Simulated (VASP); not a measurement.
A run of VASP 6.6.1 is set up as follows.

The input INCAR:

```
PREC = Accurate
ENCUT = 520
EDIFF = 1E-7
ISMEAR = -1
SIGMA = 0.08
LREAL = False
LASPH = True
NELM = 100
ALGO = Normal
ISIF = 2
LWAVE = False
LCHARG = False
GGA = PE
NBANDS = 12
```

The input KPOINTS:

```
Automatic mesh
0
Gamma
  18 18 18
```

POSCAR

```
P
1.0
    1.0229976297     -0.5906279569      3.3329345168
    0.0000000000      1.1812559137      3.3329345168
   -1.0229976297     -0.5906279569      3.3329345168
P
2
Direct
    0.2500000000      0.2500000000      0.2500000000
   -0.2500000000     -0.2500000000     -0.2500000000
```

Potentials or basis: VASP PAW PBE potentials, release 64 (P).

Command:

```console
$ cat potpaw_PBE.64/P/POTCAR > POTCAR
$ mpirun -np 1 vasp_std > vasp.out
```

(1) Estimate the pressure.

(2) Estimate the band gap on the k mesh.

## Answers

(1) 441.2 GPa.

(2) zero (band 5 reaches 39.10 eV, above the bottom of band 6 at 22.02 eV).
